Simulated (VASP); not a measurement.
# BN (P1) in VASP: vibrations by perturbation theory with LDA

Aim: the vibrations by perturbation theory of BN with LDA.

All numbers are computed with VASP 6.6.1; they aren't measurements. Logs are shortened: lines on timing, memory, paths and dates and some standing lists are left out, and cuts for length are marked.

## (1) The cell of the first run

The typed cell holds 2 atoms: a = 2.508 Å, b = 2.508 Å, c = 3.274 Å, α = 101.11°, β = 101.11°, γ = 119.81°.

## (2) Vibrations by perturbation theory, LDA

Contents of INCAR:

```
SYSTEM = BN
ALGO = Normal
EDIFF = 1E-8
ENCUT = 520
GGA = CA
IBRION = 8
ISIF = 2
ISMEAR = 0
LASPH = .TRUE.
LCHARG = .FALSE.
LREAL = .FALSE.
LWAVE = .FALSE.
NBANDS = 11
NELM = 80
NSW = 1
PREC = Accurate
SIGMA = 0.01
```

Contents of KPOINTS:

```
k-points
0
G
  8 8 6
  0 0 0
```

Contents of POSCAR:

```
BN
1.0
    2.5080410000      0.0000000000      0.0000000000
   -1.2467110000      2.1762310000      0.0000000000
   -0.6306650000     -1.0881160000      3.0225400000
B N
1 1
Direct
    0.9796430000      0.9834990000      0.0018060000
    0.6685060000      0.3323850000      0.9849990000
```

Potentials or basis: VASP PAW LDA potentials, release 64 (B, N).

Started as:

```console
cat potpaw_LDA.64/B/POTCAR potpaw_LDA.64/N/POTCAR > POTCAR
mpirun -np 1 vasp_std > vasp.out
```

OUTCAR:

```text
SYSTEM = BN
   EDIFF = 1E-8
   ENCUT = 520
   GGA = CA
   IBRION = 8
   ISIF = 2
   ISMEAR = 0
   LASPH = .TRUE.
   LREAL = .FALSE.
   NELM = 80
   NSW = 1
   PREC = Accurate

 ion  position               nearest neighbor table
   1  0.980  0.983  0.002-   2 1.40   2 1.43   2 1.52
   2  0.669  0.332  0.985-   1 1.40   1 1.43   1 1.52

  LATTYP: Found a face centered orthorhombic cell.
 ALAT       =     2.5153398844
 B/A-ratio  =     1.7253462546
 C/A-ratio  =     2.4032855509

  Lattice vectors:

 A1 = (  -1.8773760000,   1.0881150000,   3.0225400000)
 A2 = (   0.6306650000,   1.0881150000,   3.0225400000)
 A3 = (  -1.2467110000,   2.1762310000,   0.0000000000)

Analysis of symmetry for initial positions (statically):
=====================================================================
 Subroutine PRICEL returns:
 Original cell was already a primitive cell.

 Routine SETGRP: Setting up the symmetry group for a
 face centered orthorhombic supercell.

 Subroutine GETGRP returns: Found  1 space group operations
 (whereof  1 operations were pure point group operations)
 out of a pool of  8 trial point group operations.

The static configuration has the point symmetry C_1 .

Analysis of symmetry for dynamics (positions and initial velocities):
=====================================================================
 Subroutine PRICEL returns:
 Original cell was already a primitive cell.

 Routine SETGRP: Setting up the symmetry group for a
 face centered orthorhombic supercell.

 Subroutine GETGRP returns: Found  1 space group operations
 (whereof  1 operations were pure point group operations)
 out of a pool of  8 trial point group operations.

The dynamic configuration has the point symmetry C_1 .

 Subroutine INISYM returns: Found  1 space group operations
[... 523 lines left out ...]

 VOLUME and BASIS-vectors are now :
 -----------------------------------------------------------------------------
  energy-cutoff  :      520.00
  volume of cell :       16.50
      direct lattice vectors                 reciprocal lattice vectors
     2.508041000  0.000000000  0.000000000     0.398717565  0.228415813  0.165423820
    -1.246711000  2.176231000  0.000000000     0.000000000  0.459510043  0.165423859
    -0.630665000 -1.088116000  3.022540000     0.000000000  0.000000000  0.330847565

 POSITION                                       TOTAL-FORCE (eV/Angst)
 -----------------------------------------------------------------------------------
      1.22971      2.13836      0.00546         1.638680      2.052926     -0.615779
      0.64105     -0.34845      2.97720        -1.638680     -2.052926      0.615779
 -----------------------------------------------------------------------------------
    total drift:                               -0.000111      0.000049      0.000055

  FREE ENERGIE OF THE ION-ELECTRON SYSTEM (eV)
  ---------------------------------------------------
  free  energy   TOTEN  =       -19.1545966635 eV

  energy  without entropy=      -19.1545966635  energy(sigma->0) =      -19.15459666

[... ionic steps 2 to 3 ...]

--------------------------------------- Ionic step        4  -------------------------------------------

------------------------ aborting loop because EDIFF is reached ----------------------------------------

--------------------------------------- Ionic step        5  -------------------------------------------
[... 13 lines left out ...]
------------------------ aborting loop because EDIFF is reached ----------------------------------------

--------------------------------------- Ionic step        9  -------------------------------------------

 Free energy of the ion-electron system (eV)
  ---------------------------------------------------
  ---------------------------------------------------
  free energy    TOTEN  =        -0.23881210 eV

  energy without entropy =       -0.23881210

------------------------ aborting loop because EDIFF is reached ----------------------------------------

 INTERNAL STRAIN TENSOR  FOR ION    2  DIRECTION 3   (eV/Angst):
 -----------------------------------------------------------------------------
     0.26261 -0.30880 -1.12685
    -0.29284  0.59326 -2.38478
    -0.95362 -2.38074  1.76626

 INTERNAL STRAIN TENSOR FOR ION    2 for displacements in x,y,z  (eV/Angst):
          X           Y           Z          XY          YZ          ZX
  --------------------------------------------------------------------------------
  x     6.35421     3.80220     0.23341   -10.22850    -0.30941     1.63866
  y    -7.11327    20.00811    -0.15761     1.35736     2.33227    -0.33913
  z     0.26261     0.59326     1.76626    -0.29284    -2.38074    -1.12685

 SECOND DERIVATIVES (NOT SYMMETRIZED)
 ------------------------------------
               1X          1Y          1Z          2X          2Y          2Z
  1X   -33.621738    5.859697   -0.295979   33.621738   -5.859697    0.295979
  1Y     5.866714  -46.335637   -0.497239   -5.866714   46.335637    0.497239
  1Z    -0.293348   -0.496868  -12.125867    0.293348    0.496868   12.125867
  2X    33.628228   -5.858563    0.295403  -33.628228    5.858563   -0.295403
  2Y    -5.873980   46.335413    0.497953    5.873980  -46.335413   -0.497953
  2Z     0.290911    0.497091   12.127265   -0.290911   -0.497091  -12.127265

 Eigenvectors and eigenvalues of the dynamical matrix
 ----------------------------------------------------

   1 f  =   44.139496 THz   277.336634 2PiTHz 1472.335110 cm-1   182.546206 meV
             X         Y         Z           dx          dy          dz
      1.229707  2.138356  0.005459    -0.273280    0.699667    0.007326
      0.641048 -0.348447  2.977199     0.240147   -0.614832   -0.006445
[... 21 lines left out ...]
   6 f/i=    0.002851 THz     0.017913 2PiTHz    0.095098 cm-1     0.011791 meV
             X         Y         Z           dx          dy          dz
      1.229707  2.138356  0.005459    -0.428332    0.468846    0.180217
      0.641048 -0.348447  2.977199    -0.487331    0.533574    0.205046

--------------------------------------------------------------------------------------------------------

 ELASTIC MODULI CONTR FROM IONIC RELAXATION (kBar)
 Direction    XX          YY          ZZ          XY          YZ          ZX
 --------------------------------------------------------------------------------
 XX        -192.5512    189.7756    -10.5726    180.2010     41.0199    -27.5729
 YY         189.7756   -948.4148     -1.1798    144.9830    -92.2279    -15.0606
 ZZ         -10.5726     -1.1798    -24.8970     12.0803     34.5558     14.2558
 XY         180.2010    144.9830     12.0803   -305.6279    -12.7011     45.5548
 YZ          41.0199    -92.2279     34.5558    -12.7011    -57.6288    -19.5001
 ZX         -27.5729    -15.0606     14.2558     45.5548    -19.5001    -17.4511
 --------------------------------------------------------------------------------
```

OSZICAR:

```text
N       E                     dE             d eps       ncg     rms          rms(c)
DAV:   1     0.892385124002E+01    0.89239E+01   -0.46327E+03  4400   0.685E+02
DAV:   2    -0.204808428926E+02   -0.29405E+02   -0.28192E+02  5035   0.149E+02
DAV:   3    -0.210658561514E+02   -0.58501E+00   -0.58416E+00  5378   0.185E+01
DAV:   4    -0.210671012982E+02   -0.12451E-02   -0.12451E-02  4623   0.102E+00
[... 86 lines left out ...]
RMM:   5    -0.238803308939E+00    0.26670E-05   -0.36362E-06  7339   0.141E-02    0.400E-03
RMM:   6    -0.238810487380E+00   -0.71784E-05   -0.38868E-08  7424   0.173E-03    0.452E-04
RMM:   7    -0.238810734220E+00   -0.24684E-06   -0.22136E-09  7468   0.321E-04    0.842E-05
RMM:   8    -0.238812092109E+00   -0.13579E-05   -0.32338E-10  7030   0.102E-04    0.305E-05
RMM:   9    -0.238812099106E+00   -0.69970E-08    0.77625E-12  7611   0.193E-05    0.261E-06
 Linear response finished
```

It took 2.9 min on 1 thread of Intel Xeon Platinum 8259CL at 2.50GHz (Skylake/Cascade Lake), shared host; peak memory 0.18 GiB.

Results:

```yaml
Highest_phonon_frequency_at_Γ_LO-TO_splitting_left_out: 1472 cm⁻¹
```

Phonon frequencies in cm⁻¹ (negative: imaginary):
```csv
q point,frequencies
"(0.000, 0.000, 0.000)",0 0 0 735 1182 1472
```

Caveat: the k points lie up to 0.38 Å⁻¹ apart; the cell stands under pressure or tension, which shifts response properties.
